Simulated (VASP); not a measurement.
Here is a VASP 6.6.1 calculation.

File INCAR:

```
SYSTEM = CdS
  ALGO = Normal
  EDIFF = 1E-6
  ENCUT = 630
  GGA_COMPAT = .False.
  ISIF = 2
  ISMEAR = 0
  LASPH = .True.
  LCHARG = .False.
  LREAL = .False.
  LWAVE = .False.
  NBANDS = 20
  NELM = 120
  PREC = Accurate
  SIGMA = 0.01
```

Contents of KPOINTS:

```
k-points
0
Gamma
  8 8 8
  0 0 0
```

File POSCAR:

```
CdS
1.0
    0.0000000000      2.7718631480      2.7718631480
    2.7718631480      0.0000000000      2.7718631480
    2.7718631480      2.7718631480      0.0000000000
Cd S
1 1
Direct
    0.0000000000      0.0000000000      0.0000000000
    0.7500000000      0.7500000000      0.7500000000
```

Potentials or basis: VASP PAW LDA potentials, release 64 (Cd_sv_GW, S).

Command:

```bash
$ cat potpaw_LDA.64/Cd_sv_GW/POTCAR potpaw_LDA.64/S/POTCAR > POTCAR
$ mpirun -np 1 vasp_std > vasp.out
```

Task: Estimate the band gap on the k mesh.

Result: 1.19 eV.

Task: What does it give for the pressure?

Result: 10.0 GPa.

Caveat: the cell stands under pressure.
